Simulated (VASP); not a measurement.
Write the native input for VASP 6.6.1 that does the following.

```yaml
Task: single point
Functional: PBE
Potentials_or_basis: VASP PAW PBE potentials, release 64 (Sn_d, Se)
Cutoff: 520 eV
k_mesh: 8 × 8 × 6
Occupations: gaussian, width 0.02 eV
Spin: no spin polarisation
Dipole_correction: no
Further_INCAR_settings: ALGO = Normal; EDIFF = 1e-06; NBANDS = 28
```

The structure of SnSe lies in POSCAR:

```
SnSe
1.0
    2.0420469250     -5.8770969750     -0.1041501250
    2.1439974750      5.9146370750      0.0490683250
   -0.0551840400      0.0565226200      4.2470552600
Sn Se
2 2
Direct
    0.8968267324      0.1408762839      0.2444557666
    0.1031711972      0.8680306590      0.7497174618
    0.6450391914      0.3530118527      0.2543006021
    0.3549660535      0.6380826704      0.7515261695
```

This cell differs from its parent crystal: atoms moved at random and the cell strained at random.

One way to write it, as run:

INCAR

```
ALGO = Normal ; EDIFF = 1E-6
ENCUT = 520 ; GGA = PE
ISIF = 2 ; ISMEAR = 0
LASPH = T ; LCHARG = F
LREAL = F ; LWAVE = F
NBANDS = 28 ; NELM = 80
PREC = Accurate ; SIGMA = 0.02
```

KPOINTS

```
k-points
0
Gamma
  8 8 6
```

Potentials or basis: VASP PAW PBE potentials, release 64 (Sn_d, Se).

Run with:

```bash
$ cat potpaw_PBE.64/Sn_d/POTCAR potpaw_PBE.64/Se/POTCAR > POTCAR
$ mpirun -np 1 vasp_std > vasp.out
```

It gave:

```yaml
Pressure: 1.7 GPa
Largest_force: 0.291 eV/Å
Band_gap_on_the_k_mesh: zero (band 20 reaches 5.85 eV, above the bottom of band 21 at 5.80 eV)
```

Caveat: the cell differs from its parent crystal (atoms moved at random and the cell strained at random); spin-orbit coupling is left out, which moves the levels of the heavy elements.

Run time: 16 min on 1 thread of Intel Xeon 8259CL, on a shared host, peak memory 0.62 GiB.
